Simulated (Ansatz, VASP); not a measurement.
# AlGa2N3: VASP beside Ansatz

Contents of INCAR:

```
SYSTEM = AlGa2N3
PREC     = Accurate       ! precision mode
ENCUT    = 600            ! plane-wave cutoff, eV
EDIFF    = 1E-6           ! SCF threshold, eV
ISMEAR   = 0              ! smearing method
SIGMA    = 0.1            ! smearing width, eV
LREAL    = .False.        ! projectors in reciprocal space
LASPH    = .True.         ! aspherical terms in the spheres
NELM     = 100            ! most SCF steps
ALGO     = Normal         ! electronic algorithm
ISIF     = 3              ! what is computed and relaxed
LWAVE    = .False.        ! write WAVECAR
LCHARG   = .False.        ! write CHGCAR
GGA      = PE             ! functional
IBRION   = 2              ! ionic algorithm
NSW      = 90             ! ionic steps
EDIFFG   = -0.04          ! ionic threshold
```

KPOINTS

```
Automatic mesh
0
Gamma
  6 6 4
  0 0 0
```

Contents of POSCAR:

```
AlGa2N3
1.0
    2.9717150380      0.0000000000      0.0000000000
   -1.4858575190      2.5735807157      0.0000000000
    0.0000000000      0.0000000000      7.2846908997
Al Ga N
1 2 3
Direct
    0.0000000000      0.0000000000      0.5000000000
    0.3333333333      0.6666666667      0.1699740162
    0.6666666667      0.3333333333      0.8300259838
    0.3333333333      0.6666666667      0.6574510475
    0.6666666667      0.3333333333      0.3425489525
    0.0000000000      0.0000000000      0.0000000000
```

Input for Ansatz:

```yaml
crystal:
  lattice:
    - [2.971715038, 0.0, 0.0]
    - [-1.485857519, 2.5735807157, 0.0]
    - [0.0, 0.0, 7.2846908997]
  atoms:
    - { symbol: Al, position: [0.0, 0.0, 0.5] }
    - { symbol: Ga, position: [0.3333333333, 0.6666666667, 0.1699740162] }
    - { symbol: Ga, position: [0.6666666667, 0.3333333333, 0.8300259838] }
    - { symbol: "N", position: [0.3333333333, 0.6666666667, 0.6574510475] }
    - { symbol: "N", position: [0.6666666667, 0.3333333333, 0.3425489525] }
    - { symbol: "N", position: [0.0, 0.0, 0.0] }
basis:
  ecutwfc: 420
kpoints:
  mp_grid: { grid: [6, 6, 4] }
hamiltonian:
  xc: pbe
scf:
  occupations: { method: gaussian, width: 0.1 }
  lower_state_search: "off"
output:
  forces: true
  stress: true
  eigenvalues: true
relax:
  adjacent_minimum: "off"
  f_tol: 0.04
  max_steps: 70
  cell: { stress_tol: 0.4 }
```

Alike in both runs: task relaxation of cell and atoms; functional PBE; k mesh 6 × 6 × 4; occupations gaussian, width 0.1 eV; no spin polarisation.

|  | VASP | Ansatz |
| --- | --- | --- |
| version | VASP 6.6.1 | Ansatz 0.2.0 |
| potentials or method | VASP PAW PBE potentials, release 64 (Al, Ga_d, N), cutoff 600 eV | scalar-relativistic, plane waves, PAW |
| valence electrons in the cell | 44 | 44 |

|  | VASP | Ansatz | Ansatz less VASP |
| --- | --- | --- | --- |
| gap on the k mesh at the Fermi level, each at its own relaxed structure (eV) | 1.45 | 1.49 | +0.037 |
| relaxed volume (Å³/atom) | 9.31 | 9.29 | -0.025 |
| relaxed length of the cell vector where the two differ most in proportion (Å) | 7.291 | 7.285 | -0.0067 |
